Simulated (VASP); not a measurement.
# Zr (Fd-3m) in VASP: further runs

Runs on Zr. Level: LDA. Tasks: single point.

All numbers are computed with VASP 6.6.1; they aren't measurements. Logs are shortened: lines on timing, memory, paths and dates and some standing lists are left out, and cuts for length are marked.

## (1) The cell of the first run

The structure is cubic, space group Fd-3m (No. 227). The conventional cell has a = 4.567 Å, b = 4.567 Å, c = 4.567 Å, α = 90.00°, β = 90.00°, γ = 90.00°. Zr (site symmetry -43m) has 4 Zr at 1.98 Å within 2.6 Å.

## (2) Single point, LDA (volume scaled by 0.43)

File INCAR:

```
ALGO = Normal
EDIFF = 1E-6
ENCUT = 520
GGA = CA
ISIF = 2
ISMEAR = -1
LASPH = True
LCHARG = False
LREAL = False
LWAVE = False
NBANDS = 19
NELM = 100
PREC = Accurate
SIGMA = 0.08
```

File KPOINTS:

```
k-points
0
Gamma
  12 12 12
```

File POSCAR:

```
Zr
1.0
    0.0000000000      2.2832830209      2.2832830209
    2.2832830209      0.0000000000      2.2832830209
    2.2832830209      2.2832830209      0.0000000000
Zr
2
Direct
   -0.1250000000     -0.1250000000     -0.1250000000
    0.1250000000      0.1250000000      0.1250000000
```

Potentials or basis: VASP PAW LDA potentials, release 64 (Zr_sv).

On the command line:

```
$ cat potpaw_LDA.64/Zr_sv/POTCAR > POTCAR
$ mpirun -np 1 vasp_std > vasp.out
```

OUTCAR:

```text
EDIFF = 1E-6
   ENCUT = 520
   GGA = CA
   ISIF = 2
   ISMEAR = -1
   LASPH = True
   LREAL = False
   NELM = 100
   PREC = Accurate

 ion  position               nearest neighbor table
   1  0.875  0.875  0.875-   2 1.98   2 1.98   2 1.98   2 1.98   2 3.79   2 3.79   2 3.79   2 3.79
                             2 3.79   2 3.79   2 3.79   2 3.79   2 3.79   2 3.79   2 3.79   2 3.79
   2  0.125  0.125  0.125-   1 1.98   1 1.98   1 1.98   1 1.98   1 3.79   1 3.79   1 3.79   1 3.79
                             1 3.79   1 3.79   1 3.79   1 3.79   1 3.79   1 3.79   1 3.79   1 3.79

  LATTYP: Found a face centered cubic cell.
 ALAT       =     4.5665660418

  Lattice vectors:

 A1 = (   0.0000000000,   2.2832830209,   2.2832830209)
 A2 = (   2.2832830209,   0.0000000000,   2.2832830209)
 A3 = (   2.2832830209,   2.2832830209,   0.0000000000)

Analysis of symmetry for initial positions (statically):
=====================================================================
 Subroutine PRICEL returns:
 Original cell was already a primitive cell.

 Routine SETGRP: Setting up the symmetry group for a
 face centered cubic supercell.

 Subroutine GETGRP returns: Found 48 space group operations
 (whereof 12 operations were pure point group operations)
 out of a pool of 48 trial point group operations.

The static configuration has the point symmetry D_3d.
 The point group associated with its full space group is O_h .

Analysis of symmetry for dynamics (positions and initial velocities):
=====================================================================
 Subroutine PRICEL returns:
 Original cell was already a primitive cell.

 Routine SETGRP: Setting up the symmetry group for a
 face centered cubic supercell.

 Subroutine GETGRP returns: Found 48 space group operations
 (whereof 12 operations were pure point group operations)
 out of a pool of 48 trial point group operations.

The dynamic configuration has the point symmetry D_3d.
 The point group associated with its full space group is O_h .

 Subroutine INISYM returns: Found 48 space group operations
 (whereof 12 operations are pure point group operations),
 and found     1 'primitive' translations

----------------------------------------------------------------------------------------

                                     Primitive cell

  volume of cell :      23.8073

  direct lattice vectors                    reciprocal lattice vectors
     0.000000000  2.283283021  2.283283021    -0.218982927  0.218982927  0.218982927
     2.283283021  0.000000000  2.283283021     0.218982927 -0.218982927  0.218982927
     2.283283021  2.283283021  0.000000000     0.218982927  0.218982927 -0.218982927

  length of vectors
     3.229049815  3.229049815  3.229049815     0.379289556  0.379289556  0.379289556

  position of ions in fractional coordinates (direct lattice)
     0.875000000  0.875000000  0.875000000
     0.125000000  0.125000000  0.125000000

  ion indices of the primitive-cell ions
   primitive index   ion index
                 1           1
                 2           2

----------------------------------------------------------------------------------------

 KPOINTS: k-points

Automatic generation of k-mesh.
 Grid dimensions read from file:
 generate k-points for:   12   12   12

 Generating k-lattice:

  Cartesian coordinates                     Fractional coordinates (reciprocal lattice)
    -0.018248577  0.018248577  0.018248577     0.083333333  0.000000000  0.000000000
     0.018248577 -0.018248577  0.018248577     0.000000000  0.083333333  0.000000000
     0.018248577  0.018248577 -0.018248577     0.000000000  0.000000000  0.083333333

  Length of vectors
     0.031607463  0.031607463  0.031607463

  Shift w.r.t. Gamma in fractional coordinates (k-lattice)
     0.000000000  0.000000000  0.000000000

 Subroutine IBZKPT returns following result:
 ===========================================

 Found     72 irreducible k-points:

 Following reciprocal coordinates:
            Coordinates               Weight
  0.000000  0.000000  0.000000      1.000000
  0.083333  0.000000  0.000000      8.000000
  0.166667  0.000000  0.000000      8.000000
  0.250000  0.000000  0.000000      8.000000
  0.333333  0.000000  0.000000      8.000000
  0.416667  0.000000  0.000000      8.000000
[... 16 lines left out ...]
  0.500000  0.166667  0.000000     24.000000
 -0.416667  0.166667  0.000000     24.000000
 [... further k-points ...]
   k-points           NKPTS =     72   k-points in BZ     NKDIM =     72   number of bands    NBANDS=     19
   number of dos      NEDOS =    301   number of ions     NIONS =      2
   total plane-waves  NPLWV =  13824
   dimension x,y,z NGX =    24 NGY =   24 NGZ =   24
   dimension x,y,z NGXF=    48 NGYF=   48 NGZF=   48
   ions per type =               2
   NGX,Y,Z   is equivalent  to a cutoff of  12.36, 12.36, 12.36 a.u.
   NGXF,Y,Z  is equivalent  to a cutoff of  24.71, 24.71, 24.71 a.u.
 SYSTEM =  unknown system
   PREC   = accura    normal or accurate (medium, high low for compatibility)
   ISTART =      0    job   : 0-new  1-cont  2-samecut
   ICHARG =      2    charge: 1-file 2-atom 10-const
   ISPIN  =      1    spin polarized calculation?
   LNONCOLLINEAR =      F non collinear calculations
   LSORBIT =      F    spin-orbit coupling
   LASPH  =      T    aspherical Exc in radial PAW
   ENCUT  =  520.0 eV  38.22 Ry    6.18 a.u.   6.00  6.00  6.00*2*pi/ulx,y,z
   NELM   =    100;   NELMIN=  2; NELMDL= -5     # of ELM steps
   EDIFF  = 0.1E-05   stopping-criterion for ELM
   LREAL  =      F    real-space projection
   EDIFFG = 0.1E-04   stopping-criterion for IOM
   NSW    =      0    number of steps for IOM
   IBRION =     -1    ionic relax: 0-MD 1-quasi-New 2-CG
   NFREE  =      0    steps in history (QN), initial steepest desc. (CG)
   ISIF   =      2    stress and relaxation
   ISYM   =      2    0-nonsym 1-usesym 2-fastsym
   POTIM  = 0.5000    time-step for ionic-motion
   TEBEG  =    0.0;   TEEND  =   0.0 temperature during run
   PSTRESS=    0.0 pullay stress
   NELECT =      24.0000    total number of electrons
   NUPDOWN=      -1.0000    fix difference up-down
   EMIN   =  10.00;   EMAX   =-10.00  energy-range for DOS
   EFERMI =   0.00;   METHOD = LEGACY
   ISMEAR =    -1;   SIGMA  =   0.08  broadening in eV -4-tet -1-fermi 0-gaus
   EFERMI_NEDOS =   21; number of points for ismear=-14 and -15
   IALGO  =     38    algorithm
   IMIX   =      4    mixing-type and parameters
     AMIX     =   0.40;   BMIX     =  1.00
     AMIX_MAG =   1.60;   BMIX_MAG =  1.00
  volume/ion in A,a.u.               =      11.90        80.33
  Fermi-wavevector in a.u.,A,eV,Ry     =   1.641505  3.101994 36.661417  2.694538
  Thomas-Fermi vector in A             =   2.731964
   LORBIT       =      0    0 simple, 1 ext, 2 COOP (PROOUT), +10 PAW based schemes
   GGA     = CA    functional components
   LHFCALC =     F    Hartree Fock is set to
   AEXX    =    0.0000 exact exchange contribution
   IVDW    =     0    specifies the selected vdW correction
   LEPSILON=     F    determine dielectric tensor
   LRPA    =     F    only Hartree local field effects (RPA)
 non-spin polarized calculation
  energy-cutoff  :      520.00
  volume of cell :       23.81
 maximum number of plane-waves:       651
   NGX = 13   NGY = 13   NGZ = 13

 number of electron      24.0000001 magnetization

 Free energy of the ion-electron system (eV)
  ---------------------------------------------------
  ext. energy  EPLUGINS =         0.00000000
  ---------------------------------------------------
  free energy    TOTEN  =        -1.80076844 eV

  energy without entropy =       -1.75701194  energy(sigma->0) =       -1.77889019

 E-fermi :  18.6858     XC(G=0): -14.3688

 val. band max:       18.6739020422   @ k =   0.3333   0.1667   0.0833
 cond. band min:      18.6993863365   @ k =  -0.2500   0.0833   0.0000
 fundamental gap:      0.0254842943
 Fermi energy:        18.6858124068

 k-point     1 :       0.0000    0.0000    0.0000
  band No.  band energies     occupation
      1     -34.3030      2.00000
      2     -26.2695      2.00000
      3     -12.3374      2.00000
      4     -12.3374      2.00000
      5     -12.3374      2.00000
      6      -6.7032      2.00000
[... 11 lines left out ...]
     18      30.0380      0.00000
     19      32.2413      0.00000

 k-point     2 :       0.0833    0.0000    0.0000
  band No.  band energies     occupation
      1     -34.2311      2.00000
      2     -26.4401      2.00000
      3     -12.4096      2.00000
      4     -12.4096      2.00000
      5     -12.2922      2.00000
      6      -6.5891      2.00000
[... 11 lines left out ...]
     18      30.2047      0.00000
     19      32.0788      0.00000

 k-point     3 :       0.1667    0.0000    0.0000
  band No.  band energies     occupation
      1     -34.0216      2.00000
      2     -26.9089      2.00000
      3     -12.5942      2.00000
      4     -12.5942      2.00000
      5     -12.1999      2.00000
      6      -6.2874      2.00000
[... 11 lines left out ...]
     18      31.1868      0.00000
     19      31.7228      0.00000

 k-point     4 :       0.2500    0.0000    0.0000
  band No.  band energies     occupation
      1     -33.6959      2.00000
      2     -27.5676      2.00000
      3     -12.8219      2.00000
      4     -12.8219      2.00000
      5     -12.1361      2.00000
      6      -5.9023      2.00000
[... 11 lines left out ...]
     18      31.3646      0.00000
     19      31.3646      0.00000

 k-point     5 :       0.3333    0.0000    0.0000
  band No.  band energies     occupation
      1     -33.3021      2.00000
      2     -28.2734      2.00000
      3     -13.0276      2.00000
      4     -13.0276      2.00000
      5     -12.1274      2.00000
      6      -5.5413      2.00000
[... 11 lines left out ...]
     18      30.9499      0.00000
     19      30.9499      0.00000
[... 334 lines left out ...]
      2     -28.2540      2.00000
      3     -13.4838      2.00000
      4     -13.3449      2.00000
      5     -10.9415      2.00000
      6      -6.8234      2.00000
[... 11 lines left out ...]
     18      27.6456      0.00000
     19      31.8838      0.00000

 k-point    22 :       0.4167    0.1667    0.0000
  band No.  band energies     occupation
      1     -32.9026      2.00000
      2     -28.8985      2.00000
      3     -13.7788      2.00000
      4     -13.4602      2.00000
      5     -10.8095      2.00000
      6      -6.4621      2.00000
[... 11 lines left out ...]
     18      27.7874      0.00000
     19      30.9898      0.00000

 k-point    23 :       0.5000    0.1667    0.0000
  band No.  band energies     occupation
      1     -32.5767      2.00000
      2     -29.3677      2.00000
      3     -13.9949      2.00000
      4     -13.4773      2.00000
      5     -10.7799      2.00000
      6      -6.0967      2.00000
[... 11 lines left out ...]
     18      29.0801      0.00000
     19      29.5103      0.00000

 k-point    24 :      -0.4167    0.1667    0.0000
  band No.  band energies     occupation
      1     -32.5278      2.00000
      2     -29.4348      2.00000
      3     -14.0842      2.00000
      4     -13.3942      2.00000
      5     -10.8290      2.00000
      6      -5.8694      2.00000
[... 11 lines left out ...]
     18      27.8218      0.00000
     19      29.3366      0.00000

 [... further k-points ...]
[... 5 lines left out ...]
  --------------------------------------------------------------------------------------
  -------------------------------------------------------------------------------------
  Total       43.8726117     43.8726117     43.8726117     -0.0000000     -0.0000000     -0.0000000
  in kB     2952.5334955   2952.5334955   2952.5334955     -0.0000000     -0.0000000     -0.0000000
  external PRESSURE =    2952.5334955 kB  Pullay stress =       0.0000000 kB

 VOLUME and BASIS-vectors are now :
 -----------------------------------------------------------------------------
  energy-cutoff  :      520.00
  volume of cell :       23.81
      direct lattice vectors                 reciprocal lattice vectors
     0.000000000  2.283283021  2.283283021    -0.218982927  0.218982927  0.218982927
     2.283283021  0.000000000  2.283283021     0.218982927 -0.218982927  0.218982927
     2.283283021  2.283283021  0.000000000     0.218982927  0.218982927 -0.218982927

 POSITION                                       TOTAL-FORCE (eV/Angst)
 -----------------------------------------------------------------------------------
      3.99575      3.99575      3.99575        -0.000000     -0.000000     -0.000000
      0.57082      0.57082      0.57082         0.000000      0.000000      0.000000
 -----------------------------------------------------------------------------------
    total drift:                                0.000000      0.000000      0.000000

  FREE ENERGIE OF THE ION-ELECTRON SYSTEM (eV)
  ---------------------------------------------------
  free  energy   TOTEN  =        -1.8007684386 eV

  energy  without entropy=       -1.7570119354  energy(sigma->0) =       -1.77889019
```

Wall time 28 s (1 thread of Intel Xeon 8259CL, shared host); peak memory 0.14 GiB.

What came out:

- Free energy: -1.8008 eV
- Pressure: 295.3 GPa
- Band gap on the k mesh: zero (band 12 reaches 20.67 eV, above the bottom of band 13 at 16.36 eV)

Levels at points of the mesh, in eV from the Fermi level:
```csv
k point,band 10,band 11,band 12,band 13,band 14,band 15
"(0.00, 0.00, 0.00)",-5.14,-5.14,-0.15,-0.15,-0.15,7.33
"(0.50, 0.00, 0.00)",-4.08,-4.08,-2.32,-2.32,-1.75,5.68
"(0.50, 0.50, 0.00)",-6.62,-2.38,-2.38,0.88,0.88,7.65
```

## (3) Single point, LDA (volume scaled by 0.43)

File INCAR:

```
ALGO = Normal
EDIFF = 1E-7
ENCUT = 520
ISIF = 2
ISMEAR = -1
LASPH = True
LCHARG = True
LELF = True
LREAL = False
LVHAR = True
LWAVE = False
NBANDS = 19
NELM = 100
PREC = Accurate
SIGMA = 0.08
```

KPOINTS is that of step 2.

POSCAR is that of step 2.

Potentials or basis: VASP PAW LDA potentials, release 64 (Zr_sv).

On the command line:

```
$ cat potpaw_LDA.64/Zr_sv/POTCAR > POTCAR
$ mpirun -np 1 vasp_std > vasp.out
```

OUTCAR:

```text
EDIFF = 1E-7
   ENCUT = 520
   ISIF = 2
   ISMEAR = -1
   LASPH = True
   LREAL = False
   NELM = 100
   PREC = Accurate

 ion  position               nearest neighbor table
   1  0.875  0.875  0.875-   2 1.98   2 1.98   2 1.98   2 1.98   2 3.79   2 3.79   2 3.79   2 3.79
                             2 3.79   2 3.79   2 3.79   2 3.79   2 3.79   2 3.79   2 3.79   2 3.79
   2  0.125  0.125  0.125-   1 1.98   1 1.98   1 1.98   1 1.98   1 3.79   1 3.79   1 3.79   1 3.79
                             1 3.79   1 3.79   1 3.79   1 3.79   1 3.79   1 3.79   1 3.79   1 3.79

  LATTYP: Found a face centered cubic cell.
 ALAT       =     4.5665660418

  Lattice vectors:

 A1 = (   0.0000000000,   2.2832830209,   2.2832830209)
 A2 = (   2.2832830209,   0.0000000000,   2.2832830209)
 A3 = (   2.2832830209,   2.2832830209,   0.0000000000)

Analysis of symmetry for initial positions (statically):
=====================================================================
 Subroutine PRICEL returns:
 Original cell was already a primitive cell.

 Routine SETGRP: Setting up the symmetry group for a
 face centered cubic supercell.

 Subroutine GETGRP returns: Found 48 space group operations
 (whereof 12 operations were pure point group operations)
 out of a pool of 48 trial point group operations.
[... 165 lines left out ...]

 val. band max:       18.6738242672   @ k =   0.3333   0.1667   0.0833
 cond. band min:      18.6993047444   @ k =  -0.2500   0.0833   0.0000
 fundamental gap:      0.0254804771
 Fermi energy:        18.6857279265

 k-point     1 :       0.0000    0.0000    0.0000
  band No.  band energies     occupation
      1     -34.3031      2.00000
      2     -26.2698      2.00000
      3     -12.3375      2.00000
      4     -12.3375      2.00000
      5     -12.3375      2.00000
      6      -6.7034      2.00000
[... 505 lines left out ...]
      6      -5.8695      2.00000
[... 11 lines left out ...]
     18      27.8216      0.00000
     19      29.3365      0.00000

 [... further k-points ...]

------------------------ aborting loop because EDIFF is reached ----------------------------------------

  FORCE on cell =-STRESS in cart. coord.  units (eV):
  Direction    XX          YY          ZZ          XY          YZ          ZX
  --------------------------------------------------------------------------------------
  -------------------------------------------------------------------------------------
  Total       43.8789032     43.8789032     43.8789032      0.0000000      0.0000000      0.0000000
  in kB     2952.9569036   2952.9569036   2952.9569036      0.0000000      0.0000000      0.0000000
  external PRESSURE =    2952.9569036 kB  Pullay stress =       0.0000000 kB

 VOLUME and BASIS-vectors are now :
 -----------------------------------------------------------------------------
  energy-cutoff  :      520.00
  volume of cell :       23.81
      direct lattice vectors                 reciprocal lattice vectors
     0.000000000  2.283283021  2.283283021    -0.218982927  0.218982927  0.218982927
     2.283283021  0.000000000  2.283283021     0.218982927 -0.218982927  0.218982927
     2.283283021  2.283283021  0.000000000     0.218982927  0.218982927 -0.218982927

 POSITION                                       TOTAL-FORCE (eV/Angst)
 -----------------------------------------------------------------------------------
      3.99575      3.99575      3.99575        -0.000000     -0.000000     -0.000000
      0.57082      0.57082      0.57082         0.000000      0.000000      0.000000
 -----------------------------------------------------------------------------------
    total drift:                                0.000000      0.000000      0.000000

  FREE ENERGIE OF THE ION-ELECTRON SYSTEM (eV)
  ---------------------------------------------------
  free  energy   TOTEN  =        -1.8007682608 eV

  energy  without entropy=       -1.7570106342  energy(sigma->0) =       -1.77888945
```

Run time: 32 s. Hardware: 1 thread of Intel Xeon 8259CL, shared host; peak memory 0.15 GiB.

Results:

- Free energy: -1.8008 eV
- Pressure: 295.3 GPa
- Band gap on the k mesh: zero (band 12 reaches 20.67 eV, above the bottom of band 13 at 16.36 eV)

## (4) Single point, LDA (volume scaled by 0.43)

File INCAR:

```
SYSTEM = Zr
  PREC = Accurate
  ENCUT = 520
  EDIFF = 1E-7
  ISMEAR = -1
  SIGMA = 0.08
  LREAL = .FALSE.
  LASPH = .TRUE.
  NELM = 80
  ALGO = Normal
  ISIF = 2
  LWAVE = .FALSE.
  LCHARG = .TRUE.
  LELF = .TRUE.
  LVHAR = .TRUE.
  NBANDS = 19
```

File KPOINTS:

```
Automatic mesh
0
G
  12 12 12
  0 0 0
```

POSCAR is that of step 3.

On the command line:

```
$ cat potpaw_LDA.64/Zr_sv/POTCAR > POTCAR
$ mpirun -np 1 vasp_std > vasp.out
```

Run time: 36 s. Hardware: 1 thread of Intel Xeon 8259CL, shared host; peak memory 0.14 GiB.

The run converged. Its results:

| Quantity | Value |
| --- | --- |
| Free energy | -1.8008 eV |
| Pressure | 295.3 GPa |
| Band gap on the k mesh | zero (band 12 reaches 20.67 eV, above the bottom of band 13 at 16.36 eV) |

Levels at points of the mesh, in eV from the Fermi level:
| k point | band 10 | band 11 | band 12 | band 13 | band 14 | band 15 |
| --- | --- | --- | --- | --- | --- | --- |
| (0.00, 0.00, 0.00) | -5.14 | -5.14 | -0.15 | -0.15 | -0.15 | 7.33 |
| (0.50, 0.00, 0.00) | -4.08 | -4.08 | -2.32 | -2.32 | -1.75 | 5.68 |
| (0.50, 0.50, 0.00) | -6.62 | -2.38 | -2.38 | 0.88 | 0.88 | 7.65 |

(Continued in part 2 of 2.)
